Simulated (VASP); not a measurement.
# SnTe (I4mm) in VASP: single point with PBE+D3(BJ)

Aim: the single point of SnTe with PBE+D3(BJ).

All numbers are computed with VASP 6.6.1; they aren't measurements. Logs are shortened: lines on timing, memory, paths and dates and some standing lists are left out, and cuts for length are marked.

## 1. The cell of the first run

Symmetry: I4mm, No. 107, tetragonal system. The conventional cell has a = 7.652 Å, b = 7.652 Å, c = 7.652 Å, α = 90.00°, β = 90.00°, γ = 90.00°. Sn (site symmetry 4mm) has 8 Te at 3.20 to 3.43 Å and 6 Sn at 3.63 to 4.03 Å within 4.2 Å. Sn (site symmetry 4mm) has 8 Te at 3.31 Å and 6 Sn at 3.63 to 4.03 Å within 4.4 Å. Within 4.4 Å of Sn (site symmetry 2mm) lie 8 Te at 3.31 Å and 6 Sn at 3.83 Å. Te (site symmetry m) has 8 Sn at 3.20 to 3.43 Å and 6 Te at 3.83 Å within 4.2 Å.

## 2. Single point, PBE+D3(BJ) (atom 1 (Sn) moved -0.200 Å towards its neighbour atom 2 (Sn) at 3.826 Å)

INCAR reads:

```
SYSTEM = SnTe
PREC = Accurate
ENCUT = 520
EDIFF = 1E-6
ISMEAR = 0
SIGMA = 0.15
LREAL = .False.
LASPH = .True.
NELM = 100
ALGO = Fast
ISIF = 2
LWAVE = .False.
LCHARG = .False.
GGA = PE
IVDW = 12
NBANDS = 50
KPAR = 4
```

KPOINTS reads:

```
regular mesh
0
Gamma
  12 12 12
  0 0 0
```

POSCAR reads:

```
SnTe
1.0
   -3.8258851498      3.8258851498      3.8258851498
    3.8258851498     -3.8258851498      3.8258851498
    3.8258851498      3.8258851498     -3.8258851498
Sn Te
4 4
Direct
    0.0261377423      0.5261377423      0.5000000000
    0.5000000000      0.0000000000      0.5000000000
    0.5000000000      0.5000000000      0.0000000000
    0.0000000000      0.0000000000      0.0000000000
    0.5000000000      0.5000000000      0.5000000000
    0.0000000000      0.0000000000      0.5000000000
    0.0000000000      0.5000000000      0.0000000000
    0.5000000000      0.0000000000      0.0000000000
```

Potentials or basis: VASP PAW PBE potentials, release 64 (Sn_d, Te).

Run with:

```console
$ cat potpaw_PBE.64/Sn_d/POTCAR potpaw_PBE.64/Te/POTCAR > POTCAR
$ mpirun -np 4 vasp_std > vasp.out
```

OUTCAR:

```text
SYSTEM = SnTe
   PREC = Accurate
   ENCUT = 520
   EDIFF = 1E-6
   ISMEAR = 0
   LREAL = .False.
   LASPH = .True.
   NELM = 100
   ISIF = 2
   GGA = PE
   IVDW = 12
 IVDW          = 12

 ion  position               nearest neighbor table
   1  0.026  0.526  0.500-   5 3.20   6 3.20   8 3.20   7 3.20   7 3.43   6 3.43   5 3.43   8 3.43
                             2 3.63
   2  0.500  0.000  0.500-   5 3.31   6 3.31   7 3.31   8 3.31   8 3.31   5 3.31   6 3.31   7 3.31
                             1 3.63
   3  0.500  0.500  0.000-   5 3.31   6 3.31   7 3.31   8 3.31   5 3.31   8 3.31   7 3.31   6 3.31

   4  0.000  0.000  0.000-   5 3.31   6 3.31   7 3.31   8 3.31   6 3.31   7 3.31   8 3.31   5 3.31

   5  0.500  0.500  0.500-   1 3.20   2 3.31   3 3.31   4 3.31   3 3.31   2 3.31   4 3.31   1 3.43

   6  0.000  0.000  0.500-   1 3.20   2 3.31   3 3.31   4 3.31   4 3.31   2 3.31   3 3.31   1 3.43

   7  0.000  0.500  0.000-   1 3.20   2 3.31   3 3.31   4 3.31   4 3.31   3 3.31   2 3.31   1 3.43

   8  0.500  0.000  0.000-   1 3.20   3 3.31   4 3.31   2 3.31   2 3.31   3 3.31   4 3.31   1 3.43

  LATTYP: Found a body centered cubic cell.
 ALAT       =     7.6517702996

  Lattice vectors:

 A1 = (  -3.8258851498,   3.8258851498,   3.8258851498)
 A2 = (   3.8258851498,  -3.8258851498,   3.8258851498)
 A3 = (   3.8258851498,   3.8258851498,  -3.8258851498)

Analysis of symmetry for initial positions (statically):
=====================================================================
 Subroutine PRICEL returns:
 Original cell was already a primitive cell.

 Routine SETGRP: Setting up the symmetry group for a
 body centered cubic supercell.

 Subroutine GETGRP returns: Found  8 space group operations
 (whereof  4 operations were pure point group operations)
 out of a pool of 48 trial point group operations.

The static configuration has the point symmetry C_2v.
 The point group associated with its full space group is C_4v.

Analysis of symmetry for dynamics (positions and initial velocities):
=====================================================================
 Subroutine PRICEL returns:
 Original cell was already a primitive cell.

 Routine SETGRP: Setting up the symmetry group for a
 body centered cubic supercell.

 Subroutine GETGRP returns: Found  8 space group operations
 (whereof  4 operations were pure point group operations)
 out of a pool of 48 trial point group operations.

The dynamic configuration has the point symmetry C_2v.
 The point group associated with its full space group is C_4v.

 Subroutine INISYM returns: Found  8 space group operations
 (whereof  4 operations are pure point group operations),
 and found     1 'primitive' translations

----------------------------------------------------------------------------------------

                                     Primitive cell

  volume of cell :     224.0040

  direct lattice vectors                    reciprocal lattice vectors
    -3.825885150  3.825885150  3.825885150     0.000000000  0.130688711  0.130688711
     3.825885150 -3.825885150  3.825885150     0.130688711  0.000000000  0.130688711
     3.825885150  3.825885150 -3.825885150     0.130688711  0.130688711  0.000000000

  length of vectors
     6.626627463  6.626627463  6.626627463     0.184821748  0.184821748  0.184821748

  position of ions in fractional coordinates (direct lattice)
     0.026137742  0.526137742  0.500000000
     0.500000000  0.000000000  0.500000000
     0.500000000  0.500000000  0.000000000
     0.000000000  0.000000000  0.000000000
     0.500000000  0.500000000  0.500000000
     0.000000000  0.000000000  0.500000000
     0.000000000  0.500000000  0.000000000
     0.500000000  0.000000000  0.000000000

  ion indices of the primitive-cell ions
   primitive index   ion index
                 1           1
                 2           2
                 3           3
                 4           4
                 5           5
                 6           6
                 7           7
                 8           8

----------------------------------------------------------------------------------------

 KPOINTS: regular mesh

Automatic generation of k-mesh.
 Grid dimensions read from file:
 generate k-points for:   12   12   12

 Generating k-lattice:

  Cartesian coordinates                     Fractional coordinates (reciprocal lattice)
     0.000000000  0.010890726  0.010890726     0.083333333  0.000000000  0.000000000
     0.010890726  0.000000000  0.010890726     0.000000000  0.083333333  0.000000000
     0.010890726  0.010890726  0.000000000     0.000000000  0.000000000  0.083333333

  Length of vectors
     0.015401812  0.015401812  0.015401812

  Shift w.r.t. Gamma in fractional coordinates (k-lattice)
     0.000000000  0.000000000  0.000000000

 Subroutine IBZKPT returns following result:
 ===========================================

 Found    163 irreducible k-points:

 Following reciprocal coordinates:
            Coordinates               Weight
  0.000000  0.000000  0.000000      1.000000
  0.083333  0.000000  0.000000      8.000000
  0.000000  0.000000  0.083333      4.000000
  0.166667  0.000000  0.000000      8.000000
  0.000000  0.000000  0.166667      4.000000
  0.250000  0.000000  0.000000      8.000000
[... 16 lines left out ...]
  0.000000  0.333333  0.083333     16.000000
  0.083333 -0.000000  0.333333     16.000000
 [... further k-points ...]
   k-points           NKPTS =    163   k-points in BZ     NKDIM =    163   number of bands    NBANDS=     50
   number of dos      NEDOS =    301   number of ions     NIONS =      8
   total plane-waves  NPLWV = 125000
   dimension x,y,z NGX =    50 NGY =   50 NGZ =   50
   dimension x,y,z NGXF=   100 NGYF=  100 NGZF=  100
   ions per type =               4   4
   NGX,Y,Z   is equivalent  to a cutoff of  12.54, 12.54, 12.54 a.u.
   NGXF,Y,Z  is equivalent  to a cutoff of  25.09, 25.09, 25.09 a.u.
 SYSTEM =  SnTe
   PREC   = accura    normal or accurate (medium, high low for compatibility)
   ISTART =      0    job   : 0-new  1-cont  2-samecut
   ICHARG =      2    charge: 1-file 2-atom 10-const
   ISPIN  =      1    spin polarized calculation?
   LNONCOLLINEAR =      F non collinear calculations
   LSORBIT =      F    spin-orbit coupling
   LASPH  =      T    aspherical Exc in radial PAW
   ENCUT  =  520.0 eV  38.22 Ry    6.18 a.u.  12.32 12.32 12.32*2*pi/ulx,y,z
   NELM   =    100;   NELMIN=  2; NELMDL= -5     # of ELM steps
   EDIFF  = 0.1E-05   stopping-criterion for ELM
   LREAL  =      F    real-space projection
   EDIFFG = 0.1E-04   stopping-criterion for IOM
   NSW    =      0    number of steps for IOM
   IBRION =     -1    ionic relax: 0-MD 1-quasi-New 2-CG
   NFREE  =      0    steps in history (QN), initial steepest desc. (CG)
   ISIF   =      2    stress and relaxation
   ISYM   =      2    0-nonsym 1-usesym 2-fastsym
   POTIM  = 0.5000    time-step for ionic-motion
   TEBEG  =    0.0;   TEEND  =   0.0 temperature during run
   PSTRESS=    0.0 pullay stress
   NELECT =      80.0000    total number of electrons
   NUPDOWN=      -1.0000    fix difference up-down
   EMIN   =  10.00;   EMAX   =-10.00  energy-range for DOS
   EFERMI =   0.00;   METHOD = LEGACY
   ISMEAR =     0;   SIGMA  =   0.15  broadening in eV -4-tet -1-fermi 0-gaus
   EFERMI_NEDOS =   21; number of points for ismear=-14 and -15
   IALGO  =     68    algorithm
   IMIX   =      4    mixing-type and parameters
     AMIX     =   0.40;   BMIX     =  1.00
     AMIX_MAG =   1.60;   BMIX_MAG =  1.00
  volume/ion in A,a.u.               =      28.00       188.96
  Fermi-wavevector in a.u.,A,eV,Ry     =   1.161501  2.194919 18.355408  1.349084
  Thomas-Fermi vector in A             =   2.298072
   LORBIT       =      0    0 simple, 1 ext, 2 COOP (PROOUT), +10 PAW based schemes
   GGA     = PE    functional components
   LHFCALC =     F    Hartree Fock is set to
   AEXX    =    0.0000 exact exchange contribution
   IVDW    =    12    specifies the selected vdW correction
   LEPSILON=     F    determine dielectric tensor
   LRPA    =     F    only Hartree local field effects (RPA)
 non-spin polarized calculation
 RMM-DIIS sequential band-by-band and
 Gauss-broadening in eV      SIGMA  =   0.15
  energy-cutoff  :      520.00
  volume of cell :      224.00
 maximum number of plane-waves:      6070
 NGX is ok and might be reduce to    50
   NGX = 25   NGY = 25   NGZ = 25

 number of electron      80.0000023 magnetization

 Free energy of the ion-electron system (eV)
  ---------------------------------------------------
  ext. energy  EPLUGINS =         0.00000000
  ---------------------------------------------------
  free energy    TOTEN  =       -28.27565428 eV

  energy without entropy =      -28.21656938  energy(sigma->0) =      -28.24611183

 E-fermi :   7.8137     XC(G=0): -10.1538

 val. band max:        7.8113592762   @ k =  -0.4167   0.0833  -0.3333
 cond. band min:       7.8154729366   @ k =   0.4167   0.0000   0.0000
 fundamental gap:      0.0041136604
 Fermi energy:         7.8136919665

 k-point     1 :       0.0000    0.0000    0.0000
  band No.  band energies     occupation
      1     -13.8065      2.00000
      2     -13.8052      2.00000
      3     -13.7953      2.00000
      4     -13.7953      2.00000
      5     -13.7951      2.00000
      6     -13.7868      2.00000
[... 42 lines left out ...]
     49      11.8223      0.00000
     50      11.8636      0.00000

 k-point     2 :       0.0833    0.0000    0.0000
  band No.  band energies     occupation
      1     -13.8057      2.00000
      2     -13.8046      2.00000
      3     -13.7948      2.00000
      4     -13.7946      2.00000
      5     -13.7946      2.00000
      6     -13.7866      2.00000
[... 1158 lines left out ...]
 k-point    24 :       0.0833   -0.0000    0.3333
  band No.  band energies     occupation
      1     -13.7996      2.00000
      2     -13.7903      2.00000
      3     -13.7887      2.00000
      4     -13.7876      2.00000
      5     -13.7863      2.00000
      6     -13.7839      2.00000
[... 42 lines left out ...]
     49      11.7808      0.00000
     50      12.0490      0.00000

 [... further k-points ...]

------------------------ aborting loop because EDIFF is reached ----------------------------------------

 Edisp (eV)   -3.55243

 E8    (eV) :    -1.6595

  FORCE on cell =-STRESS in cart. coord.  units (eV):
  Direction    XX          YY          ZZ          XY          YZ          ZX
  --------------------------------------------------------------------------------------
  -------------------------------------------------------------------------------------
  Total      -0.20561    -0.20561    -0.10059     0.00000     0.00000     0.00000
  in kB      -1.47061    -1.47061    -0.71946     0.00000     0.00000     0.00000
  external pressure =       -1.22 kB  Pullay stress =        0.00 kB

 VOLUME and BASIS-vectors are now :
 -----------------------------------------------------------------------------
  energy-cutoff  :      520.00
  volume of cell :      224.00
      direct lattice vectors                 reciprocal lattice vectors
    -3.825885150  3.825885150  3.825885150     0.000000000  0.130688711  0.130688711
     3.825885150 -3.825885150  3.825885150     0.130688711  0.000000000  0.130688711
     3.825885150  3.825885150 -3.825885150     0.130688711  0.130688711  0.000000000

 POSITION                                       TOTAL-FORCE (eV/Angst)
 -----------------------------------------------------------------------------------
      3.82589      0.00000      0.20000         0.000000      0.000000     -0.117908
      0.00000      3.82589      0.00000        -0.000000     -0.000000      0.116342
      0.00000      0.00000      3.82589         0.000000     -0.000000     -0.011910
      0.00000      0.00000      0.00000        -0.000000      0.000000     -0.011910
      1.91294      1.91294      1.91294        -0.029973      0.029973      0.006347
      1.91294      1.91294     -1.91294         0.029973     -0.029973      0.006347
      1.91294     -1.91294      1.91294        -0.029973     -0.029973      0.006347
     -1.91294      1.91294      1.91294         0.029973      0.029973      0.006347
 -----------------------------------------------------------------------------------
    total drift:                               -0.000001     -0.000001      0.000350

  FREE ENERGIE OF THE ION-ELECTRON SYSTEM (eV)
  ---------------------------------------------------
  free  energy   TOTEN  =       -31.8280812584 eV

  energy  without entropy=      -31.7689963562  energy(sigma->0) =      -31.79853881
```

It took 24 min on 4 MPI ranks of Oxide Virtual Turin-like, shared host; peak memory 1.3 GiB.

What came out:

| Item | Value |
| --- | --- |
| Free energy | -31.8281 eV |
| Pressure | -0.1 GPa |
| Largest force | 0.118 eV/Å |
| Band gap on the k mesh | zero (bands 40 and 41 overlap by 0.97 eV) |
| Dispersion energy per atom | -0.444 eV |

Forces on the atoms (eV/Å):
```
Sn   0.000  0.000 -0.118
Sn   0.000  0.000  0.116
Sn   0.000  0.000 -0.012
Sn   0.000  0.000 -0.012
Te  -0.030  0.030  0.006
Te   0.030 -0.030  0.006
Te  -0.030 -0.030  0.006
Te   0.030  0.030  0.006
```

Caveat: the cell differs from its parent crystal (atom 1 (Sn) moved -0.200 Å towards its neighbour atom 2 (Sn) at 3.826 Å); spin-orbit coupling is left out, which moves the levels of the heavy elements.
